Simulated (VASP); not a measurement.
A run of VASP 6.6.1 is set up as follows.

Contents of POSCAR:

```
MgTl
1.0
    3.6350000000      0.0000000000      0.0000000000
    0.0000000000      3.6350000000      0.1702997500
    0.0000000000      0.1702997500      3.6350000000
Mg Tl
1 1
Direct
    0.0000000000      0.0000000000      0.0000000000
    0.5000000000      0.5000000000      0.5000000000
```

Contents of INCAR.step1:

```
SYSTEM = MgTl
PREC = Accurate ; ENCUT = 520
ISMEAR = 0 ; SIGMA = 0.15
LREAL = .FALSE. ; LASPH = .TRUE.
NELM = 60 ; NBANDS = 14
GGA = PE ; ALGO = Normal
EDIFF = 1E-4 ; LWAVE = .TRUE.
LCHARG = .FALSE.
```

The input INCAR.step2:

```
SYSTEM = MgTl
PREC = Accurate ; ENCUT = 520
EDIFF = 1E-6 ; ISMEAR = 0
SIGMA = 0.15 ; LREAL = .FALSE.
LASPH = .TRUE. ; NELM = 60
ALGO = Normal ; ISIF = 2
LWAVE = .FALSE. ; LCHARG = .FALSE.
METAGGA = R2SCAN ; LMIXTAU = .TRUE.
NBANDS = 14 ; ISTART = 1
```

KPOINTS

```
Automatic mesh
0
G
  14 14 14
  0 0 0
```

Potentials or basis: VASP PAW PBE potentials, release 64 (Mg, Tl_d).

Launch:

```bash
$ cat potpaw_PBE.64/Mg/POTCAR potpaw_PBE.64/Tl_d/POTCAR > POTCAR
$ cp INCAR.step1 INCAR
$ mpirun -np 1 vasp_std > vasp.out
$ cp INCAR.step2 INCAR
$ mpirun -np 1 vasp_std > vasp.out
```

Question: Predict the pressure.

Answer: -0.1 GPa.

Stress tensor (GPa, compression positive):
```
-0.22  0.00  0.00
 0.00  0.01 -0.75
 0.00 -0.75  0.01
```

Caveat: the cell differs from its parent crystal (strain +0.0937 x Voigt [0, 0, 0, 1, 0, 0]); the PAW data sets were made with another functional, which shifts forces and pressure a little.
